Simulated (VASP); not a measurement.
# SnO (P4/nmm) in VASP: single point with LDA

Aim: the single point of SnO with LDA.

Program: VASP 6.6.1. These are calculated values, not measurements. Logs are shortened: lines on timing, memory, paths and dates and some standing lists are left out, and cuts for length are marked.

## (1) The cell of the first run

The structure is tetragonal, space group P4/nmm (No. 129). The conventional cell has a = 3.802 Å, b = 3.802 Å, c = 4.836 Å, α = 90.00°, β = 90.00°, γ = 90.00°. Within 2.9 Å of Sn (site symmetry 4mm) lie 4 O at 2.22 Å. Within 2.9 Å of O (site symmetry -4m2) lie 4 Sn at 2.22 Å and 4 O at 2.69 Å.

## (2) Single point, LDA

File INCAR:

```
PREC = Accurate
ENCUT = 520
EDIFF = 1E-7
ISMEAR = 0
SIGMA = 0.03
LREAL = False
LASPH = True
NELM = 60
ALGO = Normal
ISIF = 2
LWAVE = False
LCHARG = False
NBANDS = 50
```

File KPOINTS:

```
regular mesh
0
Gamma
  9 9 4
```

File POSCAR:

```
SnO
1.0
   -3.8020000000      0.0000000000      0.0000000000
    0.0000000000     -3.8020000000      0.0000000000
    0.0000000000      0.0000000000      9.6720000000
Sn O
4 4
Direct
    0.0000000000      0.5000000000      0.1192500000
    0.0000000000      0.5000000000      0.6192500000
    0.5000000000      0.0000000000      0.3807500000
    0.5000000000      0.0000000000      0.8807500000
    0.0000000000      0.0000000000      0.0000000000
    0.0000000000      0.0000000000      0.5000000000
    0.5000000000      0.5000000000      0.0000000000
    0.5000000000      0.5000000000      0.5000000000
```

Potentials or basis: VASP PAW LDA potentials, release 64 (Sn_d, O).

Command:

```bash
> cat potpaw_LDA.64/Sn_d/POTCAR potpaw_LDA.64/O/POTCAR > POTCAR
> mpirun -np 1 vasp_std > vasp.out
```

OUTCAR:

```text
PREC = Accurate
   ENCUT = 520
   EDIFF = 1E-7
   ISMEAR = 0
   LREAL = False
   LASPH = True
   NELM = 60
   ISIF = 2

 ion  position               nearest neighbor table
   1  0.000  0.500  0.119-   5 2.22   7 2.22   5 2.22   7 2.22   4 3.54   4 3.54   4 3.54   4 3.54
                             3 3.69   3 3.69   3 3.69   3 3.69
   2  0.000  0.500  0.619-   6 2.22   8 2.22   6 2.22   8 2.22   3 3.54   3 3.54   3 3.54   3 3.54
                             4 3.69   4 3.69   4 3.69   4 3.69
   3  0.500  0.000  0.381-   6 2.22   8 2.22   8 2.22   6 2.22   2 3.54   2 3.54   2 3.54   2 3.54
                             1 3.69   1 3.69   1 3.69   1 3.69
   4  0.500  0.000  0.881-   5 2.22   7 2.22   7 2.22   5 2.22   1 3.54   1 3.54   1 3.54   1 3.54
                             2 3.69   2 3.69   2 3.69   2 3.69
   5  0.000  0.000  0.000-   1 2.22   4 2.22   1 2.22   4 2.22
   6  0.000  0.000  0.500-   2 2.22   3 2.22   2 2.22   3 2.22
   7  0.500  0.500  0.000-   1 2.22   4 2.22   4 2.22   1 2.22
   8  0.500  0.500  0.500-   2 2.22   3 2.22   3 2.22   2 2.22

  LATTYP: Found a simple tetragonal cell.
 ALAT       =     3.8020000000
 C/A-ratio  =     2.5439242504

  Lattice vectors:

 A1 = (  -3.8020000000,   0.0000000000,   0.0000000000)
 A2 = (   0.0000000000,  -3.8020000000,   0.0000000000)
 A3 = (   0.0000000000,   0.0000000000,   9.6720000000)

Analysis of symmetry for initial positions (statically):
=====================================================================
 Subroutine PRICEL returns following result:

  LATTYP: Found a simple tetragonal cell.
 ALAT       =     3.8020000000
 C/A-ratio  =     1.2719621252

  Lattice vectors:

 A1 = (  -3.8020000000,   0.0000000000,   0.0000000000)
 A2 = (   0.0000000000,  -3.8020000000,   0.0000000000)
 A3 = (   0.0000000000,   0.0000000000,   4.8360000000)

   2 primitive cells build up your supercell.

 Routine SETGRP: Setting up the symmetry group for a
 simple tetragonal supercell.

 Subroutine GETGRP returns: Found 16 space group operations
 (whereof  8 operations were pure point group operations)
 out of a pool of 16 trial point group operations.

The static configuration has the point symmetry D_2d.
 The point group associated with its full space group is D_4h.

Analysis of symmetry for dynamics (positions and initial velocities):
=====================================================================
 Subroutine PRICEL returns following result:

  LATTYP: Found a simple tetragonal cell.
 ALAT       =     3.8020000000
 C/A-ratio  =     1.2719621252

  Lattice vectors:

 A1 = (  -3.8020000000,   0.0000000000,   0.0000000000)
 A2 = (   0.0000000000,  -3.8020000000,   0.0000000000)
 A3 = (   0.0000000000,   0.0000000000,   4.8360000000)

   2 primitive cells build up your supercell.

 Routine SETGRP: Setting up the symmetry group for a
 simple tetragonal supercell.

 Subroutine GETGRP returns: Found 16 space group operations
 (whereof  8 operations were pure point group operations)
 out of a pool of 16 trial point group operations.

The dynamic configuration has the point symmetry D_2d.
 The point group associated with its full space group is D_4h.

 Subroutine INISYM returns: Found 16 space group operations
 (whereof  8 operations are pure point group operations),
 and found     2 'primitive' translations

----------------------------------------------------------------------------------------

                                     Primitive cell

  volume of cell :      69.9054

  direct lattice vectors                    reciprocal lattice vectors
    -3.802000000  0.000000000  0.000000000    -0.263019463  0.000000000  0.000000000
     0.000000000 -3.802000000  0.000000000     0.000000000 -0.263019463  0.000000000
     0.000000000  0.000000000  4.836000000     0.000000000  0.000000000  0.206782465

  length of vectors
     3.802000000  3.802000000  4.836000000     0.263019463  0.263019463  0.206782465

  position of ions in fractional coordinates (direct lattice)
     0.000000000  0.500000000  0.238500000
     0.500000000  0.000000000  0.761500000
     0.000000000  0.000000000  0.000000000
     0.500000000  0.500000000  0.000000000

  ion indices of the primitive-cell ions
   primitive index   ion index
                 1           1
                 2           4
                 3           5
                 4           7

----------------------------------------------------------------------------------------

 KPOINTS: regular mesh

Automatic generation of k-mesh.
 Grid dimensions read from file:
 generate k-points for:    9    9    4

 Generating k-lattice:

  Cartesian coordinates                     Fractional coordinates (reciprocal lattice)
    -0.029224385  0.000000000  0.000000000     0.111111111  0.000000000  0.000000000
     0.000000000 -0.029224385  0.000000000     0.000000000  0.111111111  0.000000000
     0.000000000  0.000000000  0.025847808     0.000000000  0.000000000  0.250000000

  Length of vectors
     0.029224385  0.029224385  0.025847808

  Shift w.r.t. Gamma in fractional coordinates (k-lattice)
     0.000000000  0.000000000  0.000000000

 Subroutine IBZKPT returns following result:
 ===========================================

 Found     45 irreducible k-points:

 Following reciprocal coordinates:
            Coordinates               Weight
  0.000000  0.000000  0.000000      1.000000
  0.111111  0.000000  0.000000      4.000000
  0.222222  0.000000  0.000000      4.000000
  0.333333  0.000000  0.000000      4.000000
  0.444444  0.000000  0.000000      4.000000
  0.111111  0.111111  0.000000      4.000000
[... 16 lines left out ...]
  0.333333  0.111111  0.250000     16.000000
  0.444444  0.111111  0.250000     16.000000
 [... further k-points ...]
   k-points           NKPTS =     45   k-points in BZ     NKDIM =     45   number of bands    NBANDS=     50
   number of dos      NEDOS =    301   number of ions     NIONS =      8
   total plane-waves  NPLWV =  56448
   dimension x,y,z NGX =    28 NGY =   28 NGZ =   72
   dimension x,y,z NGXF=    56 NGYF=   56 NGZF=  144
   ions per type =               4   4
   NGX,Y,Z   is equivalent  to a cutoff of  12.24, 12.24, 12.38 a.u.
   NGXF,Y,Z  is equivalent  to a cutoff of  24.49, 24.49, 24.75 a.u.
 SYSTEM =  unknown system
   PREC   = accura    normal or accurate (medium, high low for compatibility)
   ISTART =      0    job   : 0-new  1-cont  2-samecut
   ICHARG =      2    charge: 1-file 2-atom 10-const
   ISPIN  =      1    spin polarized calculation?
   LNONCOLLINEAR =      F non collinear calculations
   LSORBIT =      F    spin-orbit coupling
   LASPH  =      T    aspherical Exc in radial PAW
   ENCUT  =  520.0 eV  38.22 Ry    6.18 a.u.   7.07  7.07 17.98*2*pi/ulx,y,z
   NELM   =     60;   NELMIN=  2; NELMDL= -5     # of ELM steps
   EDIFF  = 0.1E-06   stopping-criterion for ELM
   LREAL  =      F    real-space projection
   EDIFFG = 0.1E-05   stopping-criterion for IOM
   NSW    =      0    number of steps for IOM
   IBRION =     -1    ionic relax: 0-MD 1-quasi-New 2-CG
   NFREE  =      0    steps in history (QN), initial steepest desc. (CG)
   ISIF   =      2    stress and relaxation
   ISYM   =      2    0-nonsym 1-usesym 2-fastsym
   POTIM  = 0.5000    time-step for ionic-motion
   TEBEG  =    0.0;   TEEND  =   0.0 temperature during run
   PSTRESS=    0.0 pullay stress
   NELECT =      80.0000    total number of electrons
   NUPDOWN=      -1.0000    fix difference up-down
   EMIN   =  10.00;   EMAX   =-10.00  energy-range for DOS
   EFERMI =   0.00;   METHOD = LEGACY
   ISMEAR =     0;   SIGMA  =   0.03  broadening in eV -4-tet -1-fermi 0-gaus
   EFERMI_NEDOS =   21; number of points for ismear=-14 and -15
   IALGO  =     38    algorithm
   IMIX   =      4    mixing-type and parameters
     AMIX     =   0.40;   BMIX     =  1.00
     AMIX_MAG =   1.60;   BMIX_MAG =  1.00
  volume/ion in A,a.u.               =      17.48       117.94
  Fermi-wavevector in a.u.,A,eV,Ry     =   1.359121  2.568365 25.132801  1.847209
  Thomas-Fermi vector in A             =   2.485896
   LORBIT       =      0    0 simple, 1 ext, 2 COOP (PROOUT), +10 PAW based schemes
   GGA     = CA    functional components
   LHFCALC =     F    Hartree Fock is set to
   AEXX    =    0.0000 exact exchange contribution
   IVDW    =     0    specifies the selected vdW correction
   LEPSILON=     F    determine dielectric tensor
   LRPA    =     F    only Hartree local field effects (RPA)
 non-spin polarized calculation
 Gauss-broadening in eV      SIGMA  =   0.03
  energy-cutoff  :      520.00
  volume of cell :      139.81
 maximum number of plane-waves:      3784
   NGX = 15   NGY = 15   NGZ = 35

 number of electron      79.9999980 magnetization

 Free energy of the ion-electron system (eV)
  ---------------------------------------------------
  ext. energy  EPLUGINS =         0.00000000
  ---------------------------------------------------
  free energy    TOTEN  =       -51.41832514 eV

  energy without entropy =      -51.41832514  energy(sigma->0) =      -51.41832514

 E-fermi :   6.9671     XC(G=0): -10.6783

 val. band max:        6.8551032720   @ k =   0.1111   0.0000   0.0000
 cond. band min:       7.0791575491   @ k =   0.4444   0.4444   0.0000
 fundamental gap:      0.2240542772
 Fermi energy:         6.9671072107

 k-point     1 :       0.0000    0.0000    0.0000
  band No.  band energies     occupation
      1     -14.9955      2.00000
      2     -14.9776      2.00000
      3     -14.5864      2.00000
      4     -14.5731      2.00000
      5     -14.5731      2.00000
      6     -14.5683      2.00000
[... 42 lines left out ...]
     49      12.4659      0.00000
     50      12.4659      0.00000

 k-point     2 :       0.1111    0.0000    0.0000
  band No.  band energies     occupation
      1     -14.9887      2.00000
      2     -14.9732      2.00000
      3     -14.5865      2.00000
      4     -14.5705      2.00000
      5     -14.5698      2.00000
      6     -14.5670      2.00000
[... 1158 lines left out ...]
 k-point    24 :       0.4444    0.1111    0.2500
  band No.  band energies     occupation
      1     -14.9048      2.00000
      2     -14.9001      2.00000
      3     -14.8504      2.00000
      4     -14.8402      2.00000
      5     -14.5614      2.00000
      6     -14.5562      2.00000
[... 42 lines left out ...]
     49      13.1232      0.00000
     50      13.2087      0.00000

 [... further k-points ...]

------------------------ aborting loop because EDIFF is reached ----------------------------------------

  FORCE on cell =-STRESS in cart. coord.  units (eV):
  Direction    XX          YY          ZZ          XY          YZ          ZX
  --------------------------------------------------------------------------------------
  -------------------------------------------------------------------------------------
  Total       -2.2429938     -2.2429938     -2.1149224      0.0000000      0.0000000      0.0000000
  in kB      -25.7038475    -25.7038475    -24.2361992      0.0000000      0.0000000      0.0000000
  external PRESSURE =     -25.2146314 kB  Pullay stress =       0.0000000 kB

 VOLUME and BASIS-vectors are now :
 -----------------------------------------------------------------------------
  energy-cutoff  :      520.00
  volume of cell :      139.81
      direct lattice vectors                 reciprocal lattice vectors
    -3.802000000  0.000000000  0.000000000    -0.263019463  0.000000000  0.000000000
     0.000000000 -3.802000000  0.000000000     0.000000000 -0.263019463  0.000000000
     0.000000000  0.000000000  9.672000000     0.000000000  0.000000000  0.103391232

 POSITION                                       TOTAL-FORCE (eV/Angst)
 -----------------------------------------------------------------------------------
      0.00000     -1.90100      1.15339         0.000000      0.000000     -0.153110
      0.00000     -1.90100      5.98939         0.000000      0.000000     -0.153110
     -1.90100      0.00000      3.68261        -0.000000      0.000000      0.153110
     -1.90100      0.00000      8.51861        -0.000000      0.000000      0.153110
      0.00000      0.00000      0.00000        -0.000000     -0.000000     -0.000000
      0.00000      0.00000      4.83600        -0.000000      0.000000     -0.000000
     -1.90100     -1.90100      0.00000         0.000000      0.000000     -0.000000
     -1.90100     -1.90100      4.83600         0.000000     -0.000000     -0.000000
 -----------------------------------------------------------------------------------
    total drift:                               -0.000000     -0.000000      0.000000

  FREE ENERGIE OF THE ION-ELECTRON SYSTEM (eV)
  ---------------------------------------------------
  free  energy   TOTEN  =       -51.4183251363 eV

  energy  without entropy=      -51.4183251359  energy(sigma->0) =      -51.41832514
```

It took 9 min on 1 thread of Intel Xeon 8259CL, shared host; peak memory 0.34 GiB.

What came out:

| Item | Value |
| --- | --- |
| Free energy | -51.4183 eV |
| Pressure | -2.5 GPa |
| Largest force | 0.153 eV/Å |
| Band gap on the k mesh | 0.22 eV |

Forces in eV/Å, atoms in the order of the input:
```
Sn   0.000  0.000 -0.153
Sn   0.000  0.000 -0.153
Sn   0.000  0.000  0.153
Sn   0.000  0.000  0.153
O    0.000  0.000  0.000
O    0.000  0.000  0.000
O    0.000  0.000  0.000
O    0.000  0.000  0.000
```

Levels at points of the mesh, in eV from the valence-band top:
```tsv
k point	band 38	band 39	band 40	band 41	band 42	band 43
(0.00, 0.00, 0.00)	-3.11	-2.19	-0.01	1.55	2.08	2.90
(0.00, 0.00, 0.50)	-3.16	-0.60	-0.60	1.57	1.57	3.49
```

Caveat: semilocal functionals underestimate gaps, and a narrow one can read as zero; spin-orbit coupling is left out, which moves the levels of the heavy elements. A k mesh can miss the band edges.
